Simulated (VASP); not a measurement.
# AlN (P6_3/mmc) in VASP: further runs, part 2 of 2

VASP 6.6.1. Earlier steps stand in the parts before.

**3. Single point, PBE (B replaced by Al, lengths x 1.143, strained)**

File INCAR:

```
SYSTEM = AlN
PREC     = Accurate       ! precision mode
ENCUT    = 520            ! plane-wave cutoff, eV
EDIFF    = 1E-6           ! SCF threshold, eV
ISMEAR   = 0              ! smearing method
SIGMA    = 0.02           ! smearing width, eV
LREAL    = .FALSE.        ! projectors in reciprocal space
LASPH    = .TRUE.         ! aspherical terms in the spheres
NELM     = 60             ! most SCF steps
ALGO     = Normal         ! electronic algorithm
ISIF     = 2              ! what is computed and relaxed
LWAVE    = .FALSE.        ! write WAVECAR
LCHARG   = .TRUE.         ! write CHGCAR
GGA      = PE             ! functional
LELF     = .TRUE.         ! ELF
LVHAR    = .TRUE.       
NBANDS   = 16             ! bands
```

File KPOINTS:

```
regular mesh
0
G
  9 9 4
  0 0 0
```

File POSCAR:

```
AlN
1.0
    2.9190789584      0.0000000000      0.0000000000
   -1.4595394793      2.5279965336      0.0000000000
    0.0000000000      0.0000000000      7.7654285852
Al N
2 2
Direct
    0.3333333333      0.6666666667      0.2500000000
    0.6666666667      0.3333333333      0.7500000000
    0.3333333333      0.6666666667      0.7500000000
    0.6666666667      0.3333333333      0.2500000000
```

Potentials or basis: VASP PAW PBE potentials, release 64 (Al, N).

Launch:

```
$ cat potpaw_PBE.64/Al/POTCAR potpaw_PBE.64/N/POTCAR > POTCAR
$ mpirun -np 1 vasp_std > vasp.out
```

OUTCAR:

```text
SYSTEM = AlN
   PREC = Accurate
   ENCUT = 520
   EDIFF = 1E-6
   ISMEAR = 0
   LREAL = .FALSE.
   LASPH = .TRUE.
   NELM = 60
   ISIF = 2
   GGA = PE

 ion  position               nearest neighbor table
   1  0.333  0.667  0.250-   4 1.69   4 1.69   4 1.69
   2  0.667  0.333  0.750-   3 1.69   3 1.69   3 1.69
   3  0.333  0.667  0.750-   2 1.69   2 1.69   2 1.69
   4  0.667  0.333  0.250-   1 1.69   1 1.69   1 1.69

  LATTYP: Found a hexagonal cell.
 ALAT       =     2.9190789584
 C/A-ratio  =     2.6602324555

  Lattice vectors:

[... 646 lines left out ...]
     16      13.9853      0.00000

 [... further k-points ...]
[... 5 lines left out ...]
  --------------------------------------------------------------------------------------
  -------------------------------------------------------------------------------------
  Total       18.5745886     18.5745886     -0.5801296     -0.0000000     -0.0000000      0.0000000
  in kB      519.3283610    519.3283610    -16.2198886     -0.0000000     -0.0000000      0.0000000
  external PRESSURE =     340.8122778 kB  Pullay stress =       0.0000000 kB

 VOLUME and BASIS-vectors are now :
 -----------------------------------------------------------------------------
  energy-cutoff  :      520.00
  volume of cell :       57.30
      direct lattice vectors                 reciprocal lattice vectors
     2.919078958  0.000000000  0.000000000     0.342573810  0.197785081  0.000000000
    -1.459539479  2.527996534  0.000000000     0.000000000  0.395570163  0.000000000
     0.000000000  0.000000000  7.765428585     0.000000000  0.000000000  0.128775893

 POSITION                                       TOTAL-FORCE (eV/Angst)
 -----------------------------------------------------------------------------------
     -0.00000      1.68533      1.94136         0.000000     -0.000000      0.000000
      1.45954      0.84267      5.82407        -0.000000      0.000000      0.000000
     -0.00000      1.68533      5.82407        -0.000000     -0.000000      0.000000
      1.45954      0.84267      1.94136         0.000000      0.000000      0.000000
 -----------------------------------------------------------------------------------
    total drift:                               -0.000000      0.000000     -0.000000

  FREE ENERGIE OF THE ION-ELECTRON SYSTEM (eV)
  ---------------------------------------------------
  free  energy   TOTEN  =       -26.6372249333 eV

  energy  without entropy=      -26.6372249333  energy(sigma->0) =      -26.63722493
```

OSZICAR:

```text
N       E                     dE             d eps       ncg     rms          rms(c)
DAV:   1     0.566062857088E+02    0.56606E+02   -0.71492E+03  1160   0.866E+02
DAV:   2    -0.303304285154E+02   -0.86937E+02   -0.77210E+02  1696   0.186E+02
DAV:   3    -0.356967697268E+02   -0.53663E+01   -0.53466E+01  1376   0.501E+01
DAV:   4    -0.357449023392E+02   -0.48133E-01   -0.48129E-01  1504   0.547E+00
DAV:   5    -0.357456999090E+02   -0.79757E-03   -0.79756E-03  1432   0.686E-01    0.159E+01
DAV:   6    -0.269098441680E+02    0.88359E+01   -0.20536E+01  1264   0.306E+01    0.579E+00
DAV:   7    -0.267422259504E+02    0.16762E+00   -0.77926E-01  1352   0.566E+00    0.362E+00
DAV:   8    -0.266386895410E+02    0.10354E+00   -0.15090E-01  1416   0.265E+00    0.680E-01
DAV:   9    -0.266344379407E+02    0.42516E-02   -0.17901E-02  1472   0.871E-01    0.298E-01
DAV:  10    -0.266373402319E+02   -0.29023E-02   -0.54422E-03  1264   0.390E-01    0.184E-01
DAV:  11    -0.266372015742E+02    0.13866E-03   -0.97337E-04  1504   0.226E-01    0.305E-02
DAV:  12    -0.266372266883E+02   -0.25114E-04   -0.50884E-05  1304   0.544E-02    0.156E-02
DAV:  13    -0.266372247631E+02    0.19252E-05   -0.16288E-05  1520   0.299E-02    0.466E-03
DAV:  14    -0.266372249333E+02   -0.17025E-06   -0.12786E-06  1216   0.799E-03
   1 F= -.26637225E+02 E0= -.26637225E+02  d E =-.256810E-34
```

It took 12 s on 1 thread of Intel Xeon 6975P-C (Granite Rapids), shared host; peak memory 0.18 GiB.

Results:

```
Free energy            : -26.6372 eV
Pressure               : 34.1 GPa
Band gap on the k mesh : 2.60 eV, indirect (least direct gap 2.99 eV)
```

Levels at points of the mesh, in eV from the valence-band top:
```tsv
k point	band 5	band 6	band 7	band 8	band 9	band 10	band 11	band 12
(0.00, 0.00, 0.00)	-0.41	-0.41	-0.39	-0.39	2.60	7.31	7.39	11.48
(0.00, 0.00, 0.50)	-0.40	-0.40	-0.40	-0.40	4.44	4.44	9.74	9.74
```

Caveat: the cell differs from its parent crystal (B replaced by Al, lengths x 1.143, strained). A k mesh can miss the band edges.

**4. Single point, PBE (B replaced by Al, lengths x 1.143, strained)**

File INCAR:

```
SYSTEM = AlN
PREC = Accurate ; ENCUT = 520
EDIFF = 1E-6 ; ISMEAR = 0
SIGMA = 0.02 ; LREAL = .False.
LASPH = .True. ; NELM = 80
ALGO = Normal ; ISIF = 2
LWAVE = .False. ; LCHARG = .False.
GGA = PE ; NBANDS = 16
```

File KPOINTS:

```
regular mesh
0
Gamma
  9 9 4
  0 0 0
```

File POSCAR:

```
AlN
1.0
    2.8361486271      0.0000000000      0.0000000000
   -1.4180743136      2.4561767600      0.0000000000
    0.0000000000      0.0000000000      7.5448146263
Al N
2 2
Direct
    0.3333333333      0.6666666667      0.2500000000
    0.6666666667      0.3333333333      0.7500000000
    0.3333333333      0.6666666667      0.7500000000
    0.6666666667      0.3333333333      0.2500000000
```

Launch:

```
$ cat potpaw_PBE.64/Al/POTCAR potpaw_PBE.64/N/POTCAR > POTCAR
$ mpirun -np 1 vasp_std > vasp.out
```

Run time: 11 s. Hardware: 1 thread of Intel Xeon 6975P-C (Granite Rapids), shared host; peak memory 0.18 GiB.

The run converged. Its results:

```yaml
Free_energy: -25.3054 eV
Pressure: 57.1 GPa
Band_gap_on_the_k_mesh: 2.77 eV, indirect (least direct gap 3.01 eV)
```

Stress tensor (GPa, compression positive):
```
86.44  0.00  0.00
 0.00 86.44  0.00
 0.00  0.00 -1.66
```

Levels at points of the mesh, in eV from the valence-band top:
```tsv
k point	band 5	band 6	band 7	band 8	band 9	band 10	band 11	band 12
(0.00, 0.00, 0.00)	-0.26	-0.26	-0.24	-0.24	2.77	7.78	8.38	12.48
(0.00, 0.00, 0.50)	-0.25	-0.25	-0.25	-0.25	4.82	4.82	10.69	10.69
```

Caveat: the cell differs from its parent crystal (B replaced by Al, lengths x 1.143, strained). A k mesh can miss the band edges.

**5. The runs side by side**

```tsv
cell	smearing	gap on the mesh (eV)	pressure (GPa)
a = 2.919, b = 2.919, c = 7.765 Å, angles 90.0, 90.0, 120.0°, 4 atoms	gaussian 0.1 eV	2.60	34.1
a = 2.919, b = 2.919, c = 7.765 Å, angles 90.0, 90.0, 120.0°, 4 atoms	gaussian 0.02 eV	2.60	34.1
a = 2.836, b = 2.836, c = 7.545 Å, angles 90.0, 90.0, 120.0°, 4 atoms	gaussian 0.02 eV	2.77	57.1
```

Alike in all rows: task single point; level PBE; potentials or basis VASP PAW PBE potentials, release 64 (Al, N); no spin polarisation; k mesh 9 × 9 × 4; cutoff (eV) 520.

Total energies depend on the potentials used, so only differences within one code and one set of settings carry meaning.
